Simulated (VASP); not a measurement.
# BaTiO3 (Pm-3m) in VASP: notebook

Runs on BaTiO3. Level: PBE. Tasks: single point.

Everything below comes from runs of VASP 6.6.1. Logs are shortened: lines on timing, memory, paths and dates and some standing lists are left out, and cuts for length are marked.

### 1 The cell of the first run

It takes space group Pm-3m (No. 221, cubic). The conventional cell has a = 3.868 Å, b = 3.868 Å, c = 3.868 Å, α = 90.00°, β = 90.00°, γ = 90.00°. Within 3.6 Å of Ba (site symmetry m-3m) lie 12 O at 2.73 Å and 8 Ti at 3.35 Å. Ti (site symmetry m-3m) has 6 O at 1.93 Å within 2.6 Å. O (site symmetry 4/mmm) has 2 Ti at 1.93 Å within 2.6 Å.

### 2 Single point, PBE

The input, INCAR:

```
PREC     = Accurate       # precision mode
ENCUT    = 520            # plane-wave cutoff, eV
EDIFF    = 1E-7           # SCF threshold, eV
ISMEAR   = 0              # smearing method
SIGMA    = 0.01           # smearing width, eV
LREAL    = False          # projectors in reciprocal space
LASPH    = True           # aspherical terms in the spheres
NELM     = 60             # most SCF steps
ALGO     = Normal         # electronic algorithm
ISIF     = 2              # what is computed and relaxed
LWAVE    = False          # write WAVECAR
LCHARG   = False          # write CHGCAR
GGA      = PE             # functional
NBANDS   = 28             # bands
```

The input, KPOINTS:

```
Automatic mesh
0
Gamma
  6 6 6
```

The input, POSCAR:

```
BaTiO3
1.0
    3.8677504747      0.0000000000      0.0000000000
    0.0000000000      3.8677504747      0.0000000000
    0.0000000000      0.0000000000      3.8677504747
Ba Ti O
1 1 3
Direct
    0.5000000000      0.5000000000      0.5000000000
    0.0000000000      0.0000000000      0.0000000000
    0.5000000000      0.0000000000      0.0000000000
    0.0000000000      0.5000000000      0.0000000000
    0.0000000000      0.0000000000      0.5000000000
```

Potentials or basis: VASP PAW PBE potentials, release 64 (Ba_sv, Ti_sv, O).

Started as:

```console
> cat potpaw_PBE.64/Ba_sv/POTCAR potpaw_PBE.64/Ti_sv/POTCAR potpaw_PBE.64/O/POTCAR > POTCAR
> mpirun -np 1 vasp_std > vasp.out
```

OUTCAR:

```text
PREC = Accurate
   ENCUT = 520
   EDIFF = 1E-7
   ISMEAR = 0
   LREAL = False
   LASPH = True
   NELM = 60
   ISIF = 2
   GGA = PE

 ion  position               nearest neighbor table
   1  0.500  0.500  0.500-   3 2.73   4 2.73   5 2.73   3 2.73   4 2.73   3 2.73   5 2.73   3 2.73
                             4 2.73   5 2.73   4 2.73   5 2.73   2 3.35   2 3.35   2 3.35   2 3.35
   2  0.000  0.000  0.000-   3 1.93   4 1.93   5 1.93   5 1.93   4 1.93   3 1.93   1 3.35   1 3.35
                             1 3.35   1 3.35   1 3.35   1 3.35   1 3.35   1 3.35
   3  0.500  0.000  0.000-   2 1.93   2 1.93   1 2.73   1 2.73   1 2.73   1 2.73
   4  0.000  0.500  0.000-   2 1.93   2 1.93   1 2.73   1 2.73   1 2.73   1 2.73
   5  0.000  0.000  0.500-   2 1.93   2 1.93   1 2.73   1 2.73   1 2.73   1 2.73

  LATTYP: Found a simple cubic cell.
 ALAT       =     3.8677504747

  Lattice vectors:

 A1 = (   3.8677504747,   0.0000000000,   0.0000000000)
 A2 = (   0.0000000000,   3.8677504747,   0.0000000000)
 A3 = (   0.0000000000,   0.0000000000,   3.8677504747)

Analysis of symmetry for initial positions (statically):
=====================================================================
 Subroutine PRICEL returns:
 Original cell was already a primitive cell.

 Routine SETGRP: Setting up the symmetry group for a
 simple cubic supercell.

 Subroutine GETGRP returns: Found 48 space group operations
 (whereof 48 operations were pure point group operations)
 out of a pool of 48 trial point group operations.

The static configuration has the point symmetry O_h .

Analysis of symmetry for dynamics (positions and initial velocities):
=====================================================================
 Subroutine PRICEL returns:
 Original cell was already a primitive cell.

 Routine SETGRP: Setting up the symmetry group for a
 simple cubic supercell.

 Subroutine GETGRP returns: Found 48 space group operations
 (whereof 48 operations were pure point group operations)
 out of a pool of 48 trial point group operations.

The dynamic configuration has the point symmetry O_h .

 Subroutine INISYM returns: Found 48 space group operations
 (whereof 48 operations are pure point group operations),
 and found     1 'primitive' translations

----------------------------------------------------------------------------------------

                                     Primitive cell

  volume of cell :      57.8596

  direct lattice vectors                    reciprocal lattice vectors
     3.867750475  0.000000000  0.000000000     0.258548220  0.000000000  0.000000000
[... 92 lines left out ...]
   NFREE  =      0    steps in history (QN), initial steepest desc. (CG)
   ISIF   =      2    stress and relaxation
   ISYM   =      2    0-nonsym 1-usesym 2-fastsym
   POTIM  = 0.5000    time-step for ionic-motion
   TEBEG  =    0.0;   TEEND  =   0.0 temperature during run
   PSTRESS=    0.0 pullay stress
   NELECT =      40.0000    total number of electrons
   NUPDOWN=      -1.0000    fix difference up-down
   EMIN   =  10.00;   EMAX   =-10.00  energy-range for DOS
   EFERMI =   0.00;   METHOD = LEGACY
   ISMEAR =     0;   SIGMA  =   0.01  broadening in eV -4-tet -1-fermi 0-gaus
   EFERMI_NEDOS =   21; number of points for ismear=-14 and -15
   IALGO  =     38    algorithm
   IMIX   =      4    mixing-type and parameters
     AMIX     =   0.40;   BMIX     =  1.00
     AMIX_MAG =   1.60;   BMIX_MAG =  1.00
  volume/ion in A,a.u.               =      11.57        78.09
  Fermi-wavevector in a.u.,A,eV,Ry     =   1.447559  2.735491 28.510030  2.095428
  Thomas-Fermi vector in A             =   2.565500
   LORBIT       =      0    0 simple, 1 ext, 2 COOP (PROOUT), +10 PAW based schemes
   GGA     = PE    functional components
   LHFCALC =     F    Hartree Fock is set to
   AEXX    =    0.0000 exact exchange contribution
   IVDW    =     0    specifies the selected vdW correction
   LEPSILON=     F    determine dielectric tensor
   LRPA    =     F    only Hartree local field effects (RPA)
 non-spin polarized calculation
 Gauss-broadening in eV      SIGMA  =   0.01
  energy-cutoff  :      520.00
  volume of cell :       57.86
 maximum number of plane-waves:      1596
 NGX is ok and might be reduce to    30
   NGX = 15   NGY = 15   NGZ = 15

 number of electron      40.0000026 magnetization

 Free energy of the ion-electron system (eV)
  ---------------------------------------------------
  ext. energy  EPLUGINS =         0.00000000
  ---------------------------------------------------
  free energy    TOTEN  =       -39.39616402 eV

  energy without entropy =      -39.39616402  energy(sigma->0) =      -39.39616402

 E-fermi :   4.7898     XC(G=0): -11.8111

 val. band max:        4.6666050201   @ k =   0.5000   0.5000   0.5000
 cond. band min:       6.6080036101   @ k =   0.0000   0.0000   0.0000
 fundamental gap:      1.9413985899
 Fermi energy:         4.7897947612

 k-point     1 :       0.0000    0.0000    0.0000
  band No.  band energies     occupation
      1     -51.5262      2.00000
      2     -27.8028      2.00000
      3     -27.8028      2.00000
      4     -27.8028      2.00000
      5     -19.9566      2.00000
      6     -12.4363      2.00000
[... 609 lines left out ...]
     27      13.5188      0.00000
     28      13.5188      0.00000

------------------------ aborting loop because EDIFF is reached ----------------------------------------

  FORCE on cell =-STRESS in cart. coord.  units (eV):
  Direction    XX          YY          ZZ          XY          YZ          ZX
  --------------------------------------------------------------------------------------
  -------------------------------------------------------------------------------------
  Total        9.7346689      9.7346689      9.7346689      0.0000000     -0.0000000      0.0000000
  in kB      269.5606059    269.5606059    269.5606059      0.0000000     -0.0000000      0.0000000
  external PRESSURE =     269.5606059 kB  Pullay stress =       0.0000000 kB

 VOLUME and BASIS-vectors are now :
 -----------------------------------------------------------------------------
  energy-cutoff  :      520.00
  volume of cell :       57.86
      direct lattice vectors                 reciprocal lattice vectors
     3.867750475  0.000000000  0.000000000     0.258548220  0.000000000  0.000000000
     0.000000000  3.867750475  0.000000000     0.000000000  0.258548220  0.000000000
     0.000000000  0.000000000  3.867750475     0.000000000  0.000000000  0.258548220

 POSITION                                       TOTAL-FORCE (eV/Angst)
 -----------------------------------------------------------------------------------
      1.93388      1.93388      1.93388         0.000000      0.000000      0.000000
      0.00000      0.00000      0.00000         0.000000      0.000000      0.000000
      1.93388      0.00000      0.00000         0.000000      0.000000      0.000000
      0.00000      1.93388      0.00000         0.000000      0.000000      0.000000
      0.00000      0.00000      1.93388         0.000000      0.000000      0.000000
 -----------------------------------------------------------------------------------
    total drift:                               -0.000000     -0.000000      0.000000

  FREE ENERGIE OF THE ION-ELECTRON SYSTEM (eV)
  ---------------------------------------------------
  free  energy   TOTEN  =       -39.3961640213 eV

  energy  without entropy=      -39.3961640213  energy(sigma->0) =      -39.39616402
```

stdout:

```text
POSCAR found type information on POSCAR BaTiO
 POSCAR found :  3 types and       5 ions
 scaLAPACK will be used
 LDA part: xc-table for (Slater+PW92), standard interpolation
 POSCAR, INCAR and KPOINTS ok, starting setup
 FFT: planning ... GRIDC
 FFT: planning ... GRID_SOFT
 FFT: planning ... GRID
 WAVECAR not read
 entering main loop
```

Wall time 35 s (1 thread of AMD EPYC 7R13 (Zen 3), shared host); peak memory 0.16 GiB.

What came out:

| Item | Value |
| --- | --- |
| Free energy | -39.3962 eV |
| Pressure | 27.0 GPa |
| Band gap on the k mesh | 1.94 eV, indirect (least direct gap 1.97 eV) |

Levels at points of the mesh, in eV from the valence-band top:
```
           k point  band 16  band 17  band 18  band 19  band 20  band 21  band 22  band 23  band 24  band 25
(0.00, 0.00, 0.00)    -1.27    -1.27    -0.03    -0.03    -0.03     1.94     1.94     1.94     4.62     4.62
(0.50, 0.00, 0.00)    -2.06    -1.94    -1.94    -0.69    -0.69     2.15     4.02     4.02     4.66     6.97
(0.50, 0.50, 0.00)    -3.08    -1.65    -0.79    -0.79    -0.11     4.04     4.04     4.49     5.66     8.45
(0.50, 0.50, 0.50)    -2.32    -2.32     0.00     0.00     0.00     4.83     4.83     4.83     7.21     7.21
```

Caveat: spin-orbit coupling is left out, which moves the levels of the heavy elements. PBE gaps usually lie below the measured ones, often by a third to a half.

### 3 Single point, PBE

This run uses another cell than the first one, of 11.89 Å³/atom, 1.028 times its volume.

The input, INCAR:

```
PREC = Accurate ; ENCUT = 520
EDIFF = 1E-6 ; ISMEAR = 0
SIGMA = 0.01 ; LREAL = F
LASPH = T ; NELM = 80
ALGO = Normal ; ISIF = 2
LWAVE = F ; LCHARG = F
GGA = PE ; NBANDS = 28
```

KPOINTS is that of step 2.

POSCAR: that of step 2 with these lines changed.

```diff
@@ -2,5 +2,5 @@
 1.0
-    3.8677504747      0.0000000000      0.0000000000
-    0.0000000000      3.8677504747      0.0000000000
-    0.0000000000      0.0000000000      3.8677504747
+    3.9032364062      0.0000000000      0.0000000000
+    0.0000000000      3.9032364062      0.0000000000
+    0.0000000000      0.0000000000      3.9032364062
 Ba Ti O
```

Potentials or basis: VASP PAW PBE potentials, release 64 (Ba_sv, Ti_sv, O).

Started as:

```console
> cat potpaw_PBE.64/Ba_sv/POTCAR potpaw_PBE.64/Ti_sv/POTCAR potpaw_PBE.64/O/POTCAR > POTCAR
> mpirun -np 1 vasp_std > vasp.out
```

Run time: 41 s. Hardware: 1 thread of AMD EPYC 7R13 (Zen 3), shared host; peak memory 0.16 GiB.

Results (log left out):

* Free energy: -39.6319 eV
* Pressure: 19.8 GPa
* Band gap on the k mesh: 1.89 eV, indirect (least direct gap 1.96 eV)

Levels at points of the mesh, in eV from the valence-band top:
```tsv
k point	band 17	band 18	band 19	band 20	band 21	band 22	band 23	band 24
(0.00, 0.00, 0.00)	-1.22	-0.07	-0.07	-0.07	1.89	1.89	1.89	4.43
(0.50, 0.00, 0.00)	-1.91	-1.91	-0.70	-0.70	2.09	3.88	3.88	4.45
(0.50, 0.50, 0.00)	-1.68	-0.82	-0.82	-0.10	3.89	3.89	4.33	5.41
(0.50, 0.50, 0.50)	-2.35	0.00	0.00	0.00	4.65	4.65	4.65	7.08
```

Caveat: spin-orbit coupling is left out, which moves the levels of the heavy elements. A hybrid or GW would open this gap; PBE tends to underestimate it.
